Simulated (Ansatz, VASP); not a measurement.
**CoO in VASP and in Ansatz**

File INCAR:

```
SYSTEM = CoO
PREC     = Accurate       ! precision mode
ENCUT    = 520            ! plane-wave cutoff, eV
EDIFF    = 1E-6           ! SCF threshold, eV
ISMEAR   = 0              ! smearing method
SIGMA    = 0.05           ! smearing width, eV
LREAL    = .False.        ! projectors in reciprocal space
LASPH    = .True.         ! aspherical terms in the spheres
NELM     = 150            ! most SCF steps
ALGO     = Normal         ! electronic algorithm
ISIF     = 2              ! what is computed and relaxed
LWAVE    = .False.        ! write WAVECAR
LCHARG   = .False.        ! write CHGCAR
ISPIN    = 2              ! spin polarisation
MAGMOM   = 2 0            ! initial moments
LORBIT   = 11             ! projections on sites
LMAXMIX  = 4              ! l up to which the mixer works
GGA      = PE             ! functional
NBANDS   = 18             ! bands
```

File KPOINTS:

```
regular mesh
0
Gamma
  8 8 7
  0 0 0
```

Contents of POSCAR:

```
CoO
1.0
    2.8562992300      0.0000000000      0.0000000000
   -1.4281496100      2.4736276900      0.0000000000
    0.0000000000      0.0000000000      2.7876065300
Co O
1 1
Direct
    0.0000000000      0.0000000000      0.0000000000
    0.6666666667      0.3333333333      0.5000000000
```

input.yaml

```yaml
crystal:
  lattice:
    - [2.85629923, 0.0, 0.0]
    - [-1.42814961, 2.47362769, 0.0]
    - [0.0, 0.0, 2.78760653]
  atoms:
    - { symbol: Co, position: [0.0, 0.0, 0.0], spin: 2.0 }
    - { symbol: O, position: [0.6666666667, 0.3333333333, 0.5] }
hamiltonian:
  xc: pbe
  pseudopotentials: { kind: paw }
magnetization:
  spin_polarized: true
kpoints:
  mp_grid: { grid: [8, 8, 7] }
scf:
  occupations: { method: gaussian, width: 0.05 }
output:
  forces: true
  stress: true
  eigenvalues: true
```

Alike in both runs: task single point; functional PBE; k mesh 8 × 8 × 7; occupations gaussian, width 0.05 eV; collinear spin.

|  | VASP | Ansatz |
| --- | --- | --- |
| version | VASP 6.6.1 | Ansatz 0.2.0 |
| potentials or method | VASP PAW PBE potentials, release 64 (Co, O) | Ansatz PAW |
| plane-wave cutoff (eV) | 520 | 420 |
| valence electrons in the cell | 15 | 23 |

Ansatz gave:

```
gap on the k mesh at the Fermi level (eV)                     : none
pressure (GPa)                                                : -8.0
traceless stress, the component that is largest in VASP (GPa) : -3.25
net moment per atom (μB)                                      : 1.50
size of the moment on the site where the two differ most (μB) : 2.52
```

Task: Estimate VASP's values.

Result: gap on the k mesh at the Fermi level (eV): none; pressure (GPa): -8.5; traceless stress, the component that is largest in VASP (GPa): -3.65; net moment per atom (μB): 1.50; size of the moment on the site where the two differ most (μB): 2.56.

Site moments also hang on the region over which each program counts them. A gap of «none» marks a metal or a gap that the smearing closes. With one functional, cell and mesh, what is left measures potentials, basis and numerics. VASP's potentials hold 15 valence electrons a cell and Ansatz's 23, so a difference there can come from the potentials and not from the codes.
